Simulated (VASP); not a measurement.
# Tc (P6_3/mmc) in VASP: notebook

Runs on Tc. Level: PBE. Tasks: single point.

Everything below comes from runs of VASP 6.6.1. Logs are shortened: lines on timing, memory, paths and dates and some standing lists are left out, and cuts for length are marked.

## 1. The cell of the first run

Symmetry: P6_3/mmc, No. 194, hexagonal system. Conventional cell: a = 2.700 Å, b = 2.700 Å, c = 4.336 Å, α = 90.00°, β = 90.00°, γ = 120.00°. Within 3.5 Å of Tc (site symmetry -6m2) lie 12 Tc at 2.67 to 2.70 Å.

## 2. Single point, PBE (13.68 Å³/atom)

The input, INCAR:

```
SYSTEM = Tc
PREC = Accurate ; ENCUT = 520
EDIFF = 1E-6 ; ISMEAR = -1
SIGMA = 0.08 ; LREAL = .False.
LASPH = .True. ; NELM = 80
ALGO = Normal ; ISIF = 2
LWAVE = .False. ; LCHARG = .False.
GGA = PE ; NBANDS = 20
```

The input, KPOINTS:

```
regular mesh
0
Gamma
  14 14 8
  0 0 0
```

The input, POSCAR:

```
Tc
1.0
    2.6995950541      0.0000000000      0.0000000000
   -1.3497975270      2.3379178968      0.0000000000
    0.0000000000      0.0000000000      4.3355049404
Tc
2
Direct
    0.3333333333      0.6666666667      0.2500000000
    0.6666666667      0.3333333333      0.7500000000
```

Potentials or basis: VASP PAW PBE potentials, release 64 (Tc_pv).

Launch:

```sh
$ cat potpaw_PBE.64/Tc_pv/POTCAR > POTCAR
$ mpirun -np 1 vasp_std > vasp.out
```

OUTCAR:

```text
SYSTEM = Tc
   PREC = Accurate
   ENCUT = 520
   EDIFF = 1E-6
   ISMEAR = -1
   LREAL = .False.
   LASPH = .True.
   NELM = 80
   ISIF = 2
   GGA = PE

 ion  position               nearest neighbor table
   1  0.333  0.667  0.250-   2 2.67   2 2.67   2 2.67   2 2.67   2 2.67   2 2.67
   2  0.667  0.333  0.750-   1 2.67   1 2.67   1 2.67   1 2.67   1 2.67   1 2.67

  LATTYP: Found a hexagonal cell.
 ALAT       =     2.6995950541
 C/A-ratio  =     1.6059834359

  Lattice vectors:

 A1 = (   2.6995950541,   0.0000000000,   0.0000000000)
 A2 = (  -1.3497975270,   2.3379178968,   0.0000000000)
 A3 = (   0.0000000000,   0.0000000000,   4.3355049404)

Analysis of symmetry for initial positions (statically):
=====================================================================
 Subroutine PRICEL returns:
 Original cell was already a primitive cell.

 Routine SETGRP: Setting up the symmetry group for a
 hexagonal supercell.

 Subroutine GETGRP returns: Found 24 space group operations
 (whereof 12 operations were pure point group operations)
 out of a pool of 24 trial point group operations.

The static configuration has the point symmetry D_3d.
 The point group associated with its full space group is D_6h.

Analysis of symmetry for dynamics (positions and initial velocities):
=====================================================================
 Subroutine PRICEL returns:
 Original cell was already a primitive cell.

 Routine SETGRP: Setting up the symmetry group for a
 hexagonal supercell.

 Subroutine GETGRP returns: Found 24 space group operations
 (whereof 12 operations were pure point group operations)
 out of a pool of 24 trial point group operations.

The dynamic configuration has the point symmetry D_3d.
 The point group associated with its full space group is D_6h.

 Subroutine INISYM returns: Found 24 space group operations
 (whereof 12 operations are pure point group operations),
 and found     1 'primitive' translations

----------------------------------------------------------------------------------------

                                     Primitive cell

  volume of cell :      27.3632

  direct lattice vectors                    reciprocal lattice vectors
     2.699595054  0.000000000  0.000000000     0.370425927  0.213865509  0.000000000
    -1.349797527  2.337917897  0.000000000     0.000000000  0.427731017  0.000000000
     0.000000000  0.000000000  4.335504940     0.000000000  0.000000000  0.230653641

  length of vectors
     2.699595054  2.699595054  4.335504940     0.427731017  0.427731017  0.230653641

  position of ions in fractional coordinates (direct lattice)
     0.333333333  0.666666667  0.250000000
     0.666666667  0.333333333  0.750000000

  ion indices of the primitive-cell ions
   primitive index   ion index
                 1           1
                 2           2

----------------------------------------------------------------------------------------

 KPOINTS: regular mesh

Automatic generation of k-mesh.
 Grid dimensions read from file:
 generate k-points for:   14   14    8

 Generating k-lattice:

  Cartesian coordinates                     Fractional coordinates (reciprocal lattice)
     0.026458995  0.015276108  0.000000000     0.071428571 -0.000000000  0.000000000
     0.000000000  0.030552216  0.000000000     0.000000000  0.071428571  0.000000000
     0.000000000  0.000000000  0.028831705     0.000000000  0.000000000  0.125000000

  Length of vectors
     0.030552216  0.030552216  0.028831705

  Shift w.r.t. Gamma in fractional coordinates (k-lattice)
     0.000000000  0.000000000  0.000000000

 Subroutine IBZKPT returns following result:
 ===========================================

 Found    120 irreducible k-points:

 Following reciprocal coordinates:
            Coordinates               Weight
  0.000000  0.000000  0.000000      1.000000
  0.071429 -0.000000  0.000000      6.000000
  0.142857 -0.000000  0.000000      6.000000
  0.214286 -0.000000  0.000000      6.000000
  0.285714 -0.000000  0.000000      6.000000
  0.357143 -0.000000  0.000000      6.000000
[... 16 lines left out ...]
  0.285714  0.285714  0.000000      6.000000
  0.357143  0.285714  0.000000      6.000000
 [... further k-points ...]
   k-points           NKPTS =    120   k-points in BZ     NKDIM =    120   number of bands    NBANDS=     20
   number of dos      NEDOS =    301   number of ions     NIONS =      2
   total plane-waves  NPLWV =  12800
   dimension x,y,z NGX =    20 NGY =   20 NGZ =   32
   dimension x,y,z NGXF=    40 NGYF=   40 NGZF=   64
   ions per type =               2
   NGX,Y,Z   is equivalent  to a cutoff of  12.32, 12.32, 12.27 a.u.
   NGXF,Y,Z  is equivalent  to a cutoff of  24.63, 24.63, 24.54 a.u.
 SYSTEM =  Tc
   PREC   = accura    normal or accurate (medium, high low for compatibility)
   ISTART =      0    job   : 0-new  1-cont  2-samecut
   ICHARG =      2    charge: 1-file 2-atom 10-const
   ISPIN  =      1    spin polarized calculation?
   LNONCOLLINEAR =      F non collinear calculations
   LSORBIT =      F    spin-orbit coupling
   LASPH  =      T    aspherical Exc in radial PAW
   ENCUT  =  520.0 eV  38.22 Ry    6.18 a.u.   5.02  5.02  8.06*2*pi/ulx,y,z
   NELM   =     80;   NELMIN=  2; NELMDL= -5     # of ELM steps
   EDIFF  = 0.1E-05   stopping-criterion for ELM
   LREAL  =      F    real-space projection
   EDIFFG = 0.1E-04   stopping-criterion for IOM
   NSW    =      0    number of steps for IOM
   IBRION =     -1    ionic relax: 0-MD 1-quasi-New 2-CG
   NFREE  =      0    steps in history (QN), initial steepest desc. (CG)
   ISIF   =      2    stress and relaxation
   ISYM   =      2    0-nonsym 1-usesym 2-fastsym
   POTIM  = 0.5000    time-step for ionic-motion
   TEBEG  =    0.0;   TEEND  =   0.0 temperature during run
   PSTRESS=    0.0 pullay stress
   NELECT =      26.0000    total number of electrons
   NUPDOWN=      -1.0000    fix difference up-down
   EMIN   =  10.00;   EMAX   =-10.00  energy-range for DOS
   EFERMI =   0.00;   METHOD = LEGACY
   ISMEAR =    -1;   SIGMA  =   0.08  broadening in eV -4-tet -1-fermi 0-gaus
   EFERMI_NEDOS =   21; number of points for ismear=-14 and -15
   IALGO  =     38    algorithm
   IMIX   =      4    mixing-type and parameters
     AMIX     =   0.40;   BMIX     =  1.00
     AMIX_MAG =   1.60;   BMIX_MAG =  1.00
  volume/ion in A,a.u.               =      13.68        92.33
  Fermi-wavevector in a.u.,A,eV,Ry     =   1.609447  3.041414 35.243451  2.590321
  Thomas-Fermi vector in A             =   2.705156
   LORBIT       =      0    0 simple, 1 ext, 2 COOP (PROOUT), +10 PAW based schemes
   GGA     = PE    functional components
   LHFCALC =     F    Hartree Fock is set to
   AEXX    =    0.0000 exact exchange contribution
   IVDW    =     0    specifies the selected vdW correction
   LEPSILON=     F    determine dielectric tensor
   LRPA    =     F    only Hartree local field effects (RPA)
 non-spin polarized calculation
  energy-cutoff  :      520.00
  volume of cell :       27.36
 maximum number of plane-waves:       760
 NGX is ok and might be reduce to    20
   NGX =  9   NGY =  9   NGZ = 17

 number of electron      26.0000009 magnetization

 Free energy of the ion-electron system (eV)
  ---------------------------------------------------
  ext. energy  EPLUGINS =         0.00000000
  ---------------------------------------------------
  free energy    TOTEN  =       -20.64419622 eV

  energy without entropy =      -20.60483389  energy(sigma->0) =      -20.62451505

 E-fermi :  13.4166     XC(G=0): -14.0638

 val. band max:       13.4074252364   @ k =   0.2857   0.0714   0.5000
 cond. band min:      13.4172323665   @ k =   0.2143  -0.0000   0.0000
 fundamental gap:      0.0098071301
 Fermi energy:        13.4166104514

 k-point     1 :       0.0000    0.0000    0.0000
  band No.  band energies     occupation
      1     -26.1437      2.00000
      2     -24.8626      2.00000
      3     -24.8626      2.00000
      4     -24.6511      2.00000
      5     -24.6511      2.00000
      6     -24.6116      2.00000
[... 12 lines left out ...]
     19      25.0950      0.00000
     20      27.7713      0.00000

 k-point     2 :       0.0714   -0.0000    0.0000
  band No.  band energies     occupation
      1     -26.1198      2.00000
      2     -24.9178      2.00000
      3     -24.8805      2.00000
      4     -24.7082      2.00000
      5     -24.6586      2.00000
      6     -24.6215      2.00000
[... 12 lines left out ...]
     19      25.0728      0.00000
     20      28.1882      0.00000

 k-point     3 :       0.1429   -0.0000    0.0000
  band No.  band energies     occupation
      1     -26.0504      2.00000
      2     -25.0718      2.00000
      3     -24.9292      2.00000
      4     -24.8650      2.00000
      5     -24.6808      2.00000
      6     -24.6517      2.00000
[... 12 lines left out ...]
     19      24.9628      0.00000
     20      29.2265      0.00000

 k-point     4 :       0.2143   -0.0000    0.0000
  band No.  band energies     occupation
      1     -25.9425      2.00000
      2     -25.2935      2.00000
      3     -25.0835      2.00000
      4     -24.9967      2.00000
      5     -24.7149      2.00000
      6     -24.7027      2.00000
[... 12 lines left out ...]
     19      24.7333      0.00000
     20      29.5767      0.00000

 k-point     5 :       0.2857   -0.0000    0.0000
  band No.  band energies     occupation
      1     -25.8078      2.00000
      2     -25.5379      2.00000
      3     -25.3164      2.00000
      4     -25.0687      2.00000
      5     -24.7738      2.00000
      6     -24.7547      2.00000
[... 12 lines left out ...]
     19      24.4509      0.00000
     20      27.8113      0.00000
[... 353 lines left out ...]
      6     -24.9811      2.00000
[... 12 lines left out ...]
     19      24.9391      0.00000
     20      25.7003      0.00000

 k-point    22 :       0.3571    0.2143    0.0000
  band No.  band energies     occupation
      1     -25.8199      2.00000
      2     -25.5896      2.00000
      3     -25.3977      2.00000
      4     -25.3811      2.00000
      5     -25.0984      2.00000
      6     -25.0661      2.00000
[... 12 lines left out ...]
     19      24.0201      0.00000
     20      26.6829      0.00000

 k-point    23 :       0.2857    0.2857    0.0000
  band No.  band energies     occupation
      1     -25.7602      2.00000
      2     -25.5921      2.00000
      3     -25.4094      2.00000
      4     -25.3622      2.00000
      5     -25.1786      2.00000
      6     -25.0817      2.00000
[... 12 lines left out ...]
     19      23.2920      0.00000
     20      27.0533      0.00000

 k-point    24 :       0.3571    0.2857    0.0000
  band No.  band energies     occupation
      1     -25.7610      2.00000
      2     -25.5229      2.00000
      3     -25.5072      2.00000
      4     -25.2792      2.00000
      5     -25.2323      2.00000
      6     -25.1557      2.00000
[... 12 lines left out ...]
     19      22.6170      0.00000
     20      28.1448      0.00000

 [... further k-points ...]

------------------------ aborting loop because EDIFF is reached ----------------------------------------

  FORCE on cell =-STRESS in cart. coord.  units (eV):
  Direction    XX          YY          ZZ          XY          YZ          ZX
  --------------------------------------------------------------------------------------
  -------------------------------------------------------------------------------------
  Total        3.0821352      3.0821352      2.8056464      0.0000000      0.0000000     -0.0000000
  in kB      180.4657115    180.4657115    164.2766958      0.0000000      0.0000000     -0.0000000
  external PRESSURE =     175.0693729 kB  Pullay stress =       0.0000000 kB

 VOLUME and BASIS-vectors are now :
 -----------------------------------------------------------------------------
  energy-cutoff  :      520.00
  volume of cell :       27.36
      direct lattice vectors                 reciprocal lattice vectors
     2.699595054  0.000000000  0.000000000     0.370425927  0.213865509  0.000000000
    -1.349797527  2.337917897  0.000000000     0.000000000  0.427731017  0.000000000
     0.000000000  0.000000000  4.335504940     0.000000000  0.000000000  0.230653641

 POSITION                                       TOTAL-FORCE (eV/Angst)
 -----------------------------------------------------------------------------------
     -0.00000      1.55861      1.08388        -0.000000      0.000000      0.000000
      1.34980      0.77931      3.25163         0.000000      0.000000      0.000000
 -----------------------------------------------------------------------------------
    total drift:                                0.000000     -0.000000      0.000000

  FREE ENERGIE OF THE ION-ELECTRON SYSTEM (eV)
  ---------------------------------------------------
  free  energy   TOTEN  =       -20.6441962239 eV

  energy  without entropy=      -20.6048338852  energy(sigma->0) =      -20.62451505
```

It took 44 s on 1 thread of Intel Xeon 8259CL, shared host; peak memory 0.18 GiB.

Results:

```
Free energy            : -20.6442 eV
Pressure               : 17.5 GPa
Band gap on the k mesh : zero (bands 13 and 14 overlap by 3.61 eV)
```

Stress tensor (GPa, compression positive):
```
18.05  0.00  0.00
 0.00 18.05  0.00
 0.00  0.00 16.43
```

Caveat: the cell stands under pressure.

## 3. Single point, PBE (13.97 Å³/atom)

This run uses another cell than the first one, of 13.97 Å³/atom.

The input, INCAR:

```
ALGO = Normal ; EDIFF = 1E-7
ENCUT = 520 ; GGA = PE
ISIF = 2 ; ISMEAR = -1
LASPH = True ; LCHARG = False
LREAL = False ; LWAVE = False
NBANDS = 20 ; NELM = 80
PREC = Accurate ; SIGMA = 0.08
```

The input, KPOINTS:

```
k-points
0
Gamma
  14 14 8
```

The input, POSCAR:

```
Tc
1.0
    2.7182135393      0.0000000000      0.0000000000
   -1.3591067697      2.3540419780      0.0000000000
    0.0000000000      0.0000000000      4.3654059193
Tc
2
Direct
    0.3333333333      0.6666666667      0.2500000000
    0.6666666667      0.3333333333      0.7500000000
```

Potentials or basis: VASP PAW PBE potentials, release 64 (Tc_pv).

Launch:

```sh
$ cat potpaw_PBE.64/Tc_pv/POTCAR > POTCAR
$ mpirun -np 1 vasp_std > vasp.out
```

Run time: 60 s. Hardware: 1 thread of Intel Xeon 8259CL, shared host; peak memory 0.17 GiB.

It converged, with:

| Item | Value |
| --- | --- |
| Free energy | -20.6938 eV |
| Pressure | 10.1 GPa |
| Band gap on the k mesh | zero (bands 13 and 14 overlap by 3.48 eV) |

Stress tensor (GPa, compression positive):
```
10.61  0.00  0.00
 0.00 10.61  0.00
 0.00  0.00  9.01
```

Levels at points of the mesh, in eV from the Fermi level:
```csv
k point,band 9,band 10,band 11,band 12,band 13,band 14,band 15,band 16,band 17,band 18
"(0.00, 0.00, 0.00)",-1.59,-1.59,-1.54,-0.85,-0.85,-0.11,-0.11,1.75,2.63,2.63
"(0.50, 0.00, 0.00)",-4.69,-1.95,-1.17,-0.90,-0.50,3.06,3.45,3.50,5.51,7.35
"(0.00, 0.00, 0.50)",-1.92,-1.92,-1.73,-1.73,-1.73,-1.73,1.94,1.94,1.94,1.94
"(0.50, 0.00, 0.50)",-3.81,-3.81,0.15,0.15,1.50,1.50,3.32,3.32,4.53,4.53
```

Caveat: the cell stands under pressure.

## 4. Single point, PBE (14.82 Å³/atom)

This run uses another cell than the first one, of 14.82 Å³/atom.

The input, INCAR:

```
SYSTEM = Tc
  ALGO = Normal
  EDIFF = 1E-6
  ENCUT = 520
  GGA = PE
  ISIF = 2
  ISMEAR = -1
  LASPH = .True.
  LCHARG = .False.
  LREAL = .False.
  LWAVE = .False.
  NBANDS = 20
  NELM = 80
  PREC = Accurate
  SIGMA = 0.08
```

The input, KPOINTS:

```
k-points
0
Gamma
  14 14 8
  0 0 0
```

The input, POSCAR:

```
Tc
1.0
    2.7725921708      0.0000000000      0.0000000000
   -1.3862960854      2.4011352542      0.0000000000
    0.0000000000      0.0000000000      4.4527371007
Tc
2
Direct
    0.3333333333      0.6666666667      0.2500000000
    0.6666666667      0.3333333333      0.7500000000
```

Launch:

```sh
$ cat potpaw_PBE.64/Tc_pv/POTCAR > POTCAR
$ mpirun -np 1 vasp_std > vasp.out
```

Run time: 71 s. Hardware: 1 thread of Intel Xeon 8259CL, shared host; peak memory 0.19 GiB.

It converged, with:

```yaml
Free_energy: -20.7022 eV
Pressure: -8.0 GPa
Band_gap_on_the_k_mesh: zero (bands 13 and 14 overlap by 3.16 eV)
```

Stress tensor (GPa, compression positive):
```
-7.45  0.00  0.00
 0.00 -7.45  0.00
 0.00  0.00 -9.08
```

Levels at points of the mesh, in eV from the Fermi level:
```tsv
k point	band 9	band 10	band 11	band 12	band 13	band 14	band 15	band 16	band 17	band 18
(0.00, 0.00, 0.00)	-1.44	-1.44	-1.40	-0.77	-0.77	-0.09	-0.09	1.58	2.43	2.43
(0.50, 0.00, 0.00)	-4.40	-1.77	-1.09	-0.91	-0.48	2.80	3.15	3.20	5.07	6.82
(0.00, 0.00, 0.50)	-1.80	-1.80	-1.57	-1.57	-1.57	-1.57	1.78	1.78	1.78	1.78
(0.50, 0.00, 0.50)	-3.49	-3.49	0.16	0.16	1.36	1.36	3.04	3.04	4.18	4.18
```

Caveat: the cell stands under tension.

## 5. Overview

```tsv
cell	gap on the mesh (eV)	pressure (GPa)
a = 2.700, b = 2.700, c = 4.336 Å, angles 90.0, 90.0, 120.0°, 2 atoms	none	17.5
a = 2.718, b = 2.718, c = 4.365 Å, angles 90.0, 90.0, 120.0°, 2 atoms	none	10.1
a = 2.773, b = 2.773, c = 4.453 Å, angles 90.0, 90.0, 120.0°, 2 atoms	none	-8.0
```

Alike in all rows: task single point; level PBE; potentials or basis VASP PAW PBE potentials, release 64 (Tc_pv); no spin polarisation; k mesh 14 × 14 × 8; cutoff (eV) 520; smearing fermi-dirac 0.08 eV.

Caveats: the cell stands under pressure (at least some runs); the cell stands under tension (at least some runs).

Absolute energies hang on the potentials; compare differences alone.
